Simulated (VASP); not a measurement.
A run of VASP 6.6.1 is set up as follows.

INCAR

```
PREC = Accurate
ENCUT = 520
EDIFF = 1E-6
ISMEAR = -1
SIGMA = 0.02
LREAL = F
LASPH = T
NELM = 100
ALGO = Normal
ISIF = 2
LWAVE = F
LCHARG = F
GGA = PE
NBANDS = 38
```

KPOINTS

```
regular mesh
0
Gamma
  6 8 4
```

Contents of POSCAR:

```
Y3AlN4
1.0
    5.0914941655      0.0000000000      0.0021149222
    0.0000000000      3.7245020683      0.0000000000
    0.0020358941      0.0000000000      6.6103545762
Al Y N
1 3 4
Direct
    0.0071816513      0.0000000000      0.6576590009
    0.0384515466      0.5000000000      0.1656376139
    0.5404165368      0.5000000000      0.8245076104
    0.5378036338      0.0000000000      0.3501057742
    0.6421068087      0.0000000000      0.6696512877
    0.5782474660      0.5000000000      0.1655559196
    0.0801294096      0.5000000000      0.8013136061
    0.0756629471      0.0000000000      0.3655691872
```

Potentials or basis: VASP PAW PBE potentials, release 64 (Al, Y_sv, N).

Run with:

```console
$ cat potpaw_PBE.64/Al/POTCAR potpaw_PBE.64/Y_sv/POTCAR potpaw_PBE.64/N/POTCAR > POTCAR
$ mpirun -np 1 vasp_std > vasp.out
```

Q: What does it give for the band gap on the k mesh?

A: 1.80 eV, direct.

Q: Predict the largest force.

A: 0.223 eV/Å.

Q: Estimate the pressure.

A: 1.3 GPa.

Forces in eV/Å, atoms in the order of the input:
```
Al   0.215  0.000  0.061
Y   -0.033  0.000 -0.023
Y   -0.062  0.000  0.018
Y   -0.048  0.000 -0.017
N   -0.164  0.000  0.016
N    0.030  0.000 -0.006
N    0.031  0.000  0.080
N    0.032  0.000 -0.128
```

A k mesh can miss the band edges. As with any semilocal functional, this PBE gap is likely too small.
